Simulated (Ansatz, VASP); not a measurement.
**One calculation of B6N, two programs**

```
B N
1.0
     4.13911    0.00000    0.00000
     0.00000    4.13911    0.00000
     0.00000    0.00000    4.13911
B N
6 1
Cartesian
  2.0696 2.0696 3.3320
  2.0696 2.0696 0.8071
  3.3320 2.0696 2.0696
  0.8071 2.0696 2.0696
  2.0696 0.8071 2.0696
  2.0696 3.3320 2.0696
  0.0000 0.0000 0.0000
```

Alike in both runs: functional PBE; k mesh 4 × 4 × 4; occupations gaussian, width 0.2 eV; no spin polarisation.

Ansatz relaxed the structure, and its values are those at the end. VASP's run is a single point on that final structure, the one shown.

|  | VASP | Ansatz |
| --- | --- | --- |
| version | VASP 6.6.1 | Ansatz 0.2.0 |
| potentials or method | VASP PAW PBE potentials, release 64 (B, N), cutoff 600 eV | scalar-relativistic, plane waves, PAW |
| valence electrons in the cell | 23 | 23 |

Ansatz gave:

```
gap on the k mesh at the Fermi level (eV) : none
pressure (GPa)                            : 0.0
rms of the force components (eV/Å)        : 0.014
```

Problem. What did VASP give for the same quantities?

Solution. gap on the k mesh at the Fermi level (eV): none; pressure (GPa): -0.1; rms of the force components (eV/Å): 0.021.

A gap of «none» marks a metal or a gap that the smearing closes. With one functional, cell and mesh, what is left measures potentials, basis and numerics.

The k mesh is coarse, so the values compare programs but aren't converged.
